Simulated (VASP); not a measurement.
# Bi (R-3m) in VASP: further runs, part 2 of 2

VASP 6.6.1.

### Step 3. Single point, LDA

This run uses another cell than the first one, of the same volume but with other edges.

Contents of INCAR:

```
SYSTEM = Bi
PREC     = Accurate       ! precision mode
ENCUT    = 520            ! plane-wave cutoff, eV
EDIFF    = 1E-7           ! SCF threshold, eV
ISMEAR   = 0              ! smearing method
SIGMA    = 0.15           ! smearing width, eV
LREAL    = .FALSE.        ! projectors in reciprocal space
LASPH    = .TRUE.         ! aspherical terms in the spheres
NELM     = 100            ! most SCF steps
ALGO     = Fast           ! electronic algorithm
ISIF     = 2              ! what is computed and relaxed
LWAVE    = .FALSE.        ! write WAVECAR
LCHARG   = .FALSE.        ! write CHGCAR
NBANDS   = 14             ! bands
```

Contents of KPOINTS:

```
Automatic mesh
0
G
  18 18 18
  0 0 0
```

Contents of POSCAR:

```
Bi
1.0
   -2.4357574771      2.0063534234      2.0063534234
    2.0063534234     -2.4357574771      2.0063534234
    2.0063534234      2.0063534234     -2.4357574771
Bi
1
Direct
    0.0000000000      0.0000000000      0.0000000000
```

Potentials or basis: VASP PAW LDA potentials, release 64 (Bi_d).

On the command line:

```bash
> cat potpaw_LDA.64/Bi_d/POTCAR > POTCAR
> mpirun -np 1 vasp_std > vasp.out
```

It took 4 min on 1 thread of Intel Xeon 6975P-C (Granite Rapids), shared host; peak memory 0.32 GiB.

It converged, with:

- Free energy: -3.7908 eV
- Pressure: 8.2 GPa

Stress tensor (GPa, compression positive):
```
 8.16 12.68 12.68
12.68  8.16 12.68
12.68 12.68  8.16
```

Levels at points of the mesh, in eV from the Fermi level:
```tsv
k point	band 4	band 5	band 6	band 7	band 8	band 9	band 10	band 11	band 12	band 13
(0.00, 0.00, 0.00)	-22.75	-22.75	-13.99	1.71	1.71	5.69	8.57	8.94	8.94	10.55
(0.50, 0.00, 0.00)	-22.85	-22.48	-8.49	-5.29	1.08	3.45	5.62	7.65	10.88	11.18
(0.50, 0.50, 0.00)	-22.74	-22.73	-12.32	-5.31	-0.28	4.39	9.12	14.16	15.05	15.10
(0.50, 0.50, 0.50)	-22.85	-22.45	-7.44	-4.19	-0.10	-0.10	4.28	4.28	13.85	14.43
```

Caveat: spin-orbit coupling is left out, which moves the levels of the heavy elements.

### Step 4. Single point, LDA

This run uses another cell than the first one, of the same volume but with other edges.

Contents of INCAR:

```
SYSTEM = Bi
PREC = Accurate
ENCUT = 520
EDIFF = 1E-6
ISMEAR = 0
SIGMA = 0.15
LREAL = .False.
LASPH = .True.
NELM = 100
ALGO = Fast
ISIF = 2
LWAVE = .False.
LCHARG = .True.
GGA = CA
LELF = .True.
LVHAR = .True.
NBANDS = 14
```

Contents of KPOINTS:

```
regular mesh
0
Gamma
  18 18 18
  0 0 0
```

Contents of POSCAR:

```
Bi
1.0
   -1.5255191223      2.0085020105      2.0085020105
    2.0085020105     -1.5255191223      2.0085020105
    2.0085020105      2.0085020105     -1.5255191223
Bi
1
Direct
    0.0000000000      0.0000000000      0.0000000000
```

On the command line:

```bash
> cat potpaw_LDA.64/Bi_d/POTCAR > POTCAR
> mpirun -np 1 vasp_std > vasp.out
```

It took 1.8 min on 1 thread of Intel Xeon 6975P-C (Granite Rapids), shared host; peak memory 0.31 GiB.

Results (log left out):

* Free energy: -4.4605 eV
* Pressure: 0.1 GPa

Stress tensor (GPa, compression positive):
```
0.12 0.88 0.88
0.88 0.12 0.88
0.88 0.88 0.12
```

Levels at points of the mesh, in eV from the Fermi level:
```tsv
k point	band 6	band 7	band 8	band 9	band 10	band 11
(0.00, 0.00, 0.00)	-13.61	3.20	4.52	4.52	7.57	9.14
(0.50, 0.00, 0.00)	-11.26	-5.34	3.75	4.73	8.28	9.10
(0.50, 0.50, 0.00)	-9.50	-4.47	-1.44	3.44	5.68	10.64
(0.50, 0.50, 0.50)	-7.68	-2.21	-2.21	-0.12	4.22	4.22
```

Caveat: spin-orbit coupling is left out, which moves the levels of the heavy elements.

### Step 5. Single point, LDA

This run uses another cell than the first one, of the same volume but with other edges.

Contents of INCAR:

```
PREC = Accurate
ENCUT = 520
EDIFF = 1E-7
ISMEAR = 0
SIGMA = 0.15
LREAL = F
LASPH = T
NELM = 60
ALGO = Fast
ISIF = 2
LWAVE = F
LCHARG = F
NBANDS = 14
```

Contents of KPOINTS:

```
Automatic mesh
0
Gamma
  18 18 18
```

Contents of POSCAR:

```
Bi
1.0
   -2.6624784192      2.0360129088      2.0360129088
    2.0360129088     -2.6624784192      2.0360129088
    2.0360129088      2.0360129088     -2.6624784192
Bi
1
Direct
    0.0000000000      0.0000000000      0.0000000000
```

Potentials or basis: VASP PAW LDA potentials, release 64 (Bi_d).

On the command line:

```bash
> cat potpaw_LDA.64/Bi_d/POTCAR > POTCAR
> mpirun -np 1 vasp_std > vasp.out
```

OUTCAR:

```text
PREC = Accurate
   ENCUT = 520
   EDIFF = 1E-7
   ISMEAR = 0
   LREAL = F
   LASPH = T
   NELM = 60
   ISIF = 2

 ion  position               nearest neighbor table
   1  0.000  0.000  0.000-

  LATTYP: Found a trigonal (rhomboedric) cell.
 ALAT       =     3.9216690914
 COS(alpha) =    -0.4354066986

  Lattice vectors:

 A1 = (  -2.6624784192,   2.0360129088,   2.0360129088)
 A2 = (   2.0360129088,  -2.6624784192,   2.0360129088)
 A3 = (   2.0360129088,   2.0360129088,  -2.6624784192)

[... 579 lines left out ...]
      6      -6.1843      2.00000
      7       6.7104      2.00000
      8       7.9889      0.00005
      9      13.4223      0.00000
     10      14.3837      0.00000
     11      16.2273      0.00000
     12      16.7097      0.00000
     13      18.8144      0.00000
     14      21.2047      0.00000

 [... further k-points ...]
[... 5 lines left out ...]
  --------------------------------------------------------------------------------------
  -------------------------------------------------------------------------------------
  Total        5.3409558      5.3409558      5.3409558      5.2017571      5.2017571      5.2017571
  in kB      275.0002088    275.0002088    275.0002088    267.8330150    267.8330150    267.8330150
  external PRESSURE =     275.0002088 kB  Pullay stress =       0.0000000 kB

 VOLUME and BASIS-vectors are now :
 -----------------------------------------------------------------------------
  energy-cutoff  :      520.00
  volume of cell :       31.12
      direct lattice vectors                 reciprocal lattice vectors
    -2.662478419  2.036012909  2.036012909     0.094593012  0.307427288  0.307427288
     2.036012909 -2.662478419  2.036012909     0.307427288  0.094593012  0.307427288
     2.036012909  2.036012909 -2.662478419     0.307427288  0.307427288  0.094593012

 POSITION                                       TOTAL-FORCE (eV/Angst)
 -----------------------------------------------------------------------------------
      0.00000      0.00000      0.00000        -0.000000     -0.000000     -0.000000
 -----------------------------------------------------------------------------------
    total drift:                               -0.000000     -0.000000      0.000000

  FREE ENERGIE OF THE ION-ELECTRON SYSTEM (eV)
  ---------------------------------------------------
  free  energy   TOTEN  =        -2.5582557269 eV

  energy  without entropy=       -2.5516587362  energy(sigma->0) =       -2.55495723
```

OSZICAR:

```text
N       E                     dE             d eps       ncg     rms          rms(c)
DAV:   1     0.120075341754E+03    0.12008E+03   -0.77042E+03 16378   0.124E+03
DAV:   2     0.465431445927E+01   -0.11542E+03   -0.11152E+03 17674   0.346E+02
DAV:   3    -0.243628726192E+01   -0.70906E+01   -0.70595E+01 20590   0.845E+01
DAV:   4    -0.261005732427E+01   -0.17377E+00   -0.17372E+00 19830   0.140E+01
DAV:   5    -0.261769779673E+01   -0.76405E-02   -0.76403E-02 23022   0.267E+00    0.129E+00
RMM:   6    -0.257530136009E+01    0.42396E-01   -0.13539E-02 20167   0.129E+00    0.689E-01
RMM:   7    -0.255793531932E+01    0.17366E-01   -0.28223E-02 21200   0.148E+00    0.640E-02
RMM:   8    -0.255813824464E+01   -0.20293E-03   -0.60829E-03 25623   0.744E-01    0.373E-02
RMM:   9    -0.255824806798E+01   -0.10982E-03   -0.15082E-03 28250   0.297E-01    0.241E-02
RMM:  10    -0.255825241416E+01   -0.43462E-05   -0.11872E-04 26358   0.872E-02    0.810E-03
RMM:  11    -0.255825567468E+01   -0.32605E-05   -0.40979E-05 28384   0.370E-02    0.397E-03
RMM:  12    -0.255825571061E+01   -0.35925E-07   -0.42689E-06 25335   0.163E-02    0.226E-03
RMM:  13    -0.255825572932E+01   -0.18707E-07   -0.11774E-06 19210   0.129E-02    0.121E-03
RMM:  14    -0.255825572694E+01    0.23765E-08   -0.45964E-07 15769   0.714E-03
   1 F= -.25582557E+01 E0= -.25549572E+01  d E =-.659699E-02
```

It took 6.1 min on 1 thread of Intel Xeon 6975P-C (Granite Rapids), shared host; peak memory 0.33 GiB.

What came out:

```
Free energy : -2.5583 eV
Pressure    : 27.5 GPa
```

Stress tensor (GPa, compression positive):
```
27.50 26.78 26.78
26.78 27.50 26.78
26.78 26.78 27.50
```

Caveat: spin-orbit coupling is left out, which moves the levels of the heavy elements.

### Step 6. Overview

```csv
cell,further INCAR settings,gap on the mesh (eV),pressure (GPa)
"a = 4.140 Å, angles 117.0°, 1 atom",ALGO = Fast; EDIFF = 1e-06; NBANDS = 14,none,71.5
"a = 3.739 Å, angles 114.3°, 1 atom",ALGO = Fast; EDIFF = 1e-07; NBANDS = 14,none,8.2
"a = 3.224 Å, angles 101.6°, 1 atom",ALGO = Fast; EDIFF = 1e-06; NBANDS = 14,none,0.1
"a = 3.922 Å, angles 115.8°, 1 atom",ALGO = Fast; EDIFF = 1e-07; NBANDS = 14,none,27.5
```

Alike in all rows: task single point; level LDA; potentials or basis VASP PAW LDA potentials, release 64 (Bi_d); no spin polarisation; k mesh 18 × 18 × 18; cutoff (eV) 520; smearing gaussian 0.15 eV.

Caveats: spin-orbit coupling is left out, which moves the levels of the heavy elements.

Total energies depend on the potentials used, so only differences within one code and one set of settings carry meaning.
